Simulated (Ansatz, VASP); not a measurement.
**Two plane-wave programs on CdSe**

File INCAR:

```
SYSTEM = CdSe
  ALGO = Normal
  EDIFF = 1E-6
  EDIFFG = -0.01
  ENCUT = 600
  GGA = RP
  IBRION = 2
  ISIF = 3
  ISMEAR = -1
  LASPH = .True.
  LCHARG = .False.
  LREAL = .False.
  LWAVE = .False.
  NELM = 80
  NSW = 60
  PREC = Accurate
  SIGMA = 0.05
```

Contents of KPOINTS:

```
k-points
0
Gamma
  7 7 4
  0 0 0
```

Contents of POSCAR:

```
CdSe
1.0
    4.3000000000      0.0000000000      0.0000000000
   -2.1500000000      3.7239092363      0.0000000000
    0.0000000000      0.0000000000      7.0200000000
Cd Se
2 2
Direct
    0.6666666667      0.3333333333      0.5000000000
    0.3333333333      0.6666666667      0.0000000000
    0.6666666667      0.3333333333      0.8850000000
    0.3333333333      0.6666666667      0.3850000000
```

Contents of input.yaml:

```yaml
crystal:
  lattice:
    - [4.3, 0.0, 0.0]
    - [-2.15, 3.7239092363, 0.0]
    - [0.0, 0.0, 7.02]
  atoms:
    - { symbol: Cd, position: [0.6666666667, 0.3333333333, 0.5] }
    - { symbol: Cd, position: [0.3333333333, 0.6666666667, 0.0] }
    - { symbol: Se, position: [0.6666666667, 0.3333333333, 0.885] }
    - { symbol: Se, position: [0.3333333333, 0.6666666667, 0.385] }
hamiltonian:
  xc: rpbe
  pseudopotentials: { kind: paw }
kpoints:
  mp_grid: { grid: [7, 7, 4] }
scf:
  occupations: { method: fermi_dirac, width: 0.05 }
output:
  forces: true
  stress: true
relax:
  f_tol: 0.01
  max_steps: 40
  cell: { stress_tol: 0.05 }
```

Alike in both runs: task relaxation of cell and atoms; functional RPBE; k mesh 7 × 7 × 4; occupations fermi-dirac, width 0.05 eV; no spin polarisation.

|  | VASP | Ansatz |
| --- | --- | --- |
| version | VASP 6.6.1 | Ansatz 0.2.0 |
| potentials or method | VASP PAW PBE potentials, release 64 (Cd, Se) | Ansatz PAW |
| plane-wave cutoff (eV) | 600 | 420 |
| valence electrons in the cell | 36 | 72 |

Ansatz gave:

- relaxed volume (Å³/atom): 31.04
- relaxed length of the cell vector where the two differ most in proportion (Å): 7.256

Q: What did VASP give for the same quantities?

A: Relaxed volume (Å³/atom): 31.18; relaxed length of the cell vector where the two differ most in proportion (Å): 7.269.

VASP's potentials were made for PBE, not for RPBE. VASP's potentials hold 36 valence electrons a cell and Ansatz's 72, so a difference there can come from the potentials and not from the codes.

Noted on Ansatz's run: odd divisions of the mesh miss points on the zone boundary, where band edges often lie, so the gap on the mesh can be too wide; the plane-wave basis is chosen anew once the cell has moved, so the energies of steps on either side of that aren't comparable.
